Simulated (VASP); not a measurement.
# N in VASP: single point with PBEsol

Aim: the single point of N with PBEsol.

Everything below comes from runs of VASP 6.6.1. Logs are shortened: lines on timing, memory, paths and dates and some standing lists are left out, and cuts for length are marked.

## Step 1: The cell of the first run

The cell holds a molecule in a box, 1 atom: a = 10.000 Å, b = 10.300 Å, c = 10.600 Å, α = 90.00°, β = 90.00°, γ = 90.00°.

## Step 2: Single point, PBEsol, collinear spin, ferromagnetic start

INCAR reads:

```
SYSTEM = N
PREC = Accurate
ENCUT = 520
EDIFF = 1E-6
ISMEAR = 0
SIGMA = 0.005
LREAL = .FALSE.
LASPH = .TRUE.
NELM = 200
ALGO = Normal
ISIF = 2
LWAVE = .FALSE.
LCHARG = .TRUE.
ISPIN = 2
MAGMOM = 3
LORBIT = 11
GGA = PS
LELF = .TRUE.
LVHAR = .TRUE.
NBANDS = 12
GGA_COMPAT = .FALSE.
NELMDL = -8
```

KPOINTS reads:

```
regular mesh
0
G
  1 1 1
  0 0 0
```

POSCAR reads:

```
N
1.0
   10.0000000000      0.0000000000      0.0000000000
    0.0000000000     10.3000000000      0.0000000000
    0.0000000000      0.0000000000     10.6000000000
N
1
Direct
    0.5000000000      0.4854368932      0.4716981132
```

Potentials or basis: VASP PAW PBE potentials, release 64 (N).

Run with:

```
> cat potpaw_PBE.64/N/POTCAR > POTCAR
> mpirun -np 1 vasp_gam > vasp.out
```

OUTCAR:

```text
SYSTEM = N
   PREC = Accurate
   ENCUT = 520
   EDIFF = 1E-6
   ISMEAR = 0
   LREAL = .FALSE.
   LASPH = .TRUE.
   NELM = 200
   ISIF = 2
   ISPIN = 2
   LORBIT = 11
   GGA = PS
   NELMDL = -8

 ion  position               nearest neighbor table
   1  0.500  0.485  0.472-

  LATTYP: Found a simple orthorhombic cell.
 ALAT       =    10.0000000000
 B/A-ratio  =     1.0300000000
 C/A-ratio  =     1.0600000000

  Lattice vectors:

 A1 = (  10.0000000000,   0.0000000000,   0.0000000000)
 A2 = (   0.0000000000,  10.3000000000,   0.0000000000)
 A3 = (   0.0000000000,   0.0000000000,  10.6000000000)

Analysis of symmetry for initial positions (statically):
=====================================================================
 Subroutine PRICEL returns:
 Original cell was already a primitive cell.

 Routine SETGRP: Setting up the symmetry group for a
 simple orthorhombic supercell.

 Subroutine GETGRP returns: Found  8 space group operations
 (whereof  2 operations were pure point group operations)
 out of a pool of  8 trial point group operations.

The static configuration has the point symmetry C_1h.
 The point group associated with its full space group is D_2h.

Analysis of symmetry for dynamics (positions and initial velocities):
=====================================================================
 Subroutine PRICEL returns:
 Original cell was already a primitive cell.

 Routine SETGRP: Setting up the symmetry group for a
 simple orthorhombic supercell.

 Subroutine GETGRP returns: Found  8 space group operations
 (whereof  2 operations were pure point group operations)
 out of a pool of  8 trial point group operations.

The dynamic configuration has the point symmetry C_1h.
 The point group associated with its full space group is D_2h.

Analysis of structural, dynamic, and magnetic symmetry:
=====================================================================
 Subroutine PRICEL returns:
 Original cell was already a primitive cell.

 Routine SETGRP: Setting up the symmetry group for a
 simple orthorhombic supercell.

 Subroutine GETGRP returns: Found  8 space group operations
 (whereof  2 operations were pure point group operations)
 out of a pool of  8 trial point group operations.

The overall configuration has the point symmetry C_1h.
 The point group associated with its full space group is D_2h.

 Subroutine INISYM returns: Found  8 space group operations
 (whereof  2 operations are pure point group operations),
 and found     1 'primitive' translations

[... 88 lines left out ...]
     AMIX_MAG =   1.60;   BMIX_MAG =  1.00
  volume/ion in A,a.u.               =    1091.80      7367.83
  Fermi-wavevector in a.u.,A,eV,Ry     =   0.271863  0.513747  1.005601  0.073910
  Thomas-Fermi vector in A             =   1.111806
   LORBIT       =     11    0 simple, 1 ext, 2 COOP (PROOUT), +10 PAW based schemes
   GGA     = PS    functional components
   LHFCALC =     F    Hartree Fock is set to
   AEXX    =    0.0000 exact exchange contribution
   IVDW    =     0    specifies the selected vdW correction
   LEPSILON=     F    determine dielectric tensor
   LRPA    =     F    only Hartree local field effects (RPA)
 spin polarized calculation
 Gauss-broadening in eV      SIGMA  =   0.01
  energy-cutoff  :      520.00
  volume of cell :     1091.80
 maximum number of plane-waves:     14695
 NGX is ok and might be reduce to    80
   NGX = 37   NGY = 39   NGZ = 39

 number of electron       5.0000001 magnetization       3.0000004

 Free energy of the ion-electron system (eV)
  ---------------------------------------------------
  ext. energy  EPLUGINS =         0.00000000
  ---------------------------------------------------
  free energy    TOTEN  =        -3.18700269 eV

  energy without entropy =       -3.18700269  energy(sigma->0) =       -3.18700269

 E-fermi :  -8.1436     XC(G=0):  -0.3814

 val. band max:       -8.1767100045   @ k =   0.0000   0.0000   0.0000
 cond. band min:      -3.9229075381   @ k =   0.0000   0.0000   0.0000
 fundamental gap:      4.2538024663
 Fermi energy:        -8.1436252851

 spin component 1

 k-point     1 :       0.0000    0.0000    0.0000
  band No.  band energies     occupation
      1     -19.6544      1.00000
      2      -8.1767      1.00000
      3      -8.1767      1.00000
      4      -8.1767      1.00000
      5      -0.3760      0.00000
      6       0.9909      0.00000
      7       0.9929      0.00000
      8       1.0583      0.00000
      9       1.1328      0.00000
     10       1.2356      0.00000
     11       1.3115      0.00000
     12       2.3935      0.00000
 Fermi energy:        -8.1436252851

 spin component 2

 k-point     1 :       0.0000    0.0000    0.0000
  band No.  band energies     occupation
      1     -15.0754      1.00000
      2      -3.9229      0.00000
      3      -3.9228      0.00000
      4      -3.9227      0.00000
      5      -0.0317      0.00000
      6       1.3261      0.00000
      7       1.3402      0.00000
      8       1.4088      0.00000
      9       1.4183      0.00000
     10       1.4979      0.00000
     11       1.5021      0.00000
     12       2.6713      0.00000

------------------------ aborting loop because EDIFF is reached ----------------------------------------

  FORCE on cell =-STRESS in cart. coord.  units (eV):
  Direction    XX          YY          ZZ          XY          YZ          ZX
  --------------------------------------------------------------------------------------
  -------------------------------------------------------------------------------------
  Total       -0.0158158     -0.0153457     -0.0158959     -0.0000000      0.0000000      0.0000000
  in kB       -0.0232092     -0.0225193     -0.0233267     -0.0000000      0.0000000      0.0000000
  external PRESSURE =      -0.0230184 kB  Pullay stress =       0.0000000 kB

 VOLUME and BASIS-vectors are now :
 -----------------------------------------------------------------------------
  energy-cutoff  :      520.00
  volume of cell :     1091.80
      direct lattice vectors                 reciprocal lattice vectors
    10.000000000  0.000000000  0.000000000     0.100000000  0.000000000  0.000000000
     0.000000000 10.300000000  0.000000000     0.000000000  0.097087379  0.000000000
     0.000000000  0.000000000 10.600000000     0.000000000  0.000000000  0.094339623

 POSITION                                       TOTAL-FORCE (eV/Angst)
 -----------------------------------------------------------------------------------
      5.00000      5.00000      5.00000         0.000000      0.000000      0.000000
 -----------------------------------------------------------------------------------
    total drift:                                0.000000     -0.000011     -0.000002

  FREE ENERGIE OF THE ION-ELECTRON SYSTEM (eV)
  ---------------------------------------------------
  free  energy   TOTEN  =        -3.1870026920 eV

  energy  without entropy=       -3.1870026920  energy(sigma->0) =       -3.18700269

 total charge

# of ion       s       p       d       tot
------------------------------------------
    1        1.361   1.906   0.000   3.267

 magnetization (x)

# of ion       s       p       d       tot
------------------------------------------
    1        0.034   1.906   0.000   1.941
```

It took 2.9 min on 1 thread of Intel Xeon 6975P-C, shared host; peak memory 1.2 GiB.

Results:

```yaml
Free_energy: -3.1870 eV
Gap_between_the_frontier_levels: 4.25 eV
Net_moment: 3.00 μB per cell
Site_moments: N +1.94 μB
Valence_electrons_inside_the_program's_atomic_spheres: N 3.27
```

Caveat: the PAW data sets were made with another functional, which shifts forces and pressure a little.
